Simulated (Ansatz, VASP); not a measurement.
# One calculation of Co, two programs

Contents of INCAR:

```
SYSTEM = Co
PREC = Accurate ; ENCUT = 520
EDIFF = 1E-6 ; ISMEAR = -1
SIGMA = 0.05 ; LREAL = .FALSE.
LASPH = .TRUE. ; NELM = 150
ALGO = Normal ; ISIF = 2
LWAVE = .FALSE. ; LCHARG = .TRUE.
LNONCOLLINEAR = .TRUE. ; MAGMOM = 0 0 1.729 0 0 1.729
LORBIT = 11 ; LSORBIT = .TRUE.
GGA_COMPAT = .FALSE. ; LORBMOM = .TRUE.
LMAXMIX = 4 ; GGA = RP
LVHAR = .TRUE. ; NBANDS = 30
```

KPOINTS

```
Automatic mesh
0
G
  14 14 8
  0 0 0
```

The input POSCAR:

```
Co
1.0
    2.5192509300      0.0000000000      0.0000000000
   -1.2596254650      2.1817353039      0.0000000000
    0.0000000000      0.0000000000      4.0694449721
Co
2
Direct
    0.3333333333      0.6666666667      0.2500000000
    0.6666666667      0.3333333333      0.7500000000
```

Input for Ansatz:

```yaml
crystal:
  lattice:
    - [2.5192509252, 0.0, 0.0]
    - [-1.2596254626, 2.1817352998, 0.0]
    - [0.0, 0.0, 4.0694449776]
  atoms:
    - { symbol: Co, position: [0.3333333333, 0.6666666667, 0.25], spin: 1.729, spin_axis: [0, 0, 1] }
    - { symbol: Co, position: [0.6666666667, 0.3333333333, 0.75], spin: 1.729, spin_axis: [0, 0, 1] }
hamiltonian:
  xc: rpbe
  pseudopotentials:
    kind: paw_fr
    azcp:
      Co: "pseudopotentials/Co.paw.azcp"
basis:
  ecutwfc: 420
  fft_grid_basis: typed
kpoints:
  mp_grid: { grid: [14, 14, 8], shift: [0, 0, 0] }
magnetization:
  noncollinear: true
  spin_orbit: true
scf:
  occupations: { method: fermi_dirac, width: 0.05 }
```

Alike in both runs: task single point; functional RPBE; k mesh 14 × 14 × 8; occupations fermi-dirac, width 0.05 eV; non-collinear spin, spin-orbit coupling.

|  | VASP | Ansatz |
| --- | --- | --- |
| version | VASP 6.6.1 | Ansatz 0.2.0 |
| potentials or method | VASP PAW PBE potentials, release 64 (Co), cutoff 520 eV | plane waves (420 eV) with PAW, fully relativistic with spin-orbit coupling |
| valence electrons in the cell | 18 | 34 |

|  | VASP | Ansatz | Ansatz less VASP |
| --- | --- | --- | --- |
| net moment per atom (μB) | 1.64 | 1.65 | +0.018 |

VASP's potentials were made for PBE, not for RPBE. With one functional, cell and mesh, what is left measures potentials, basis and numerics. VASP's potentials hold 18 valence electrons a cell and Ansatz's 34, so a difference there can come from the potentials and not from the codes.
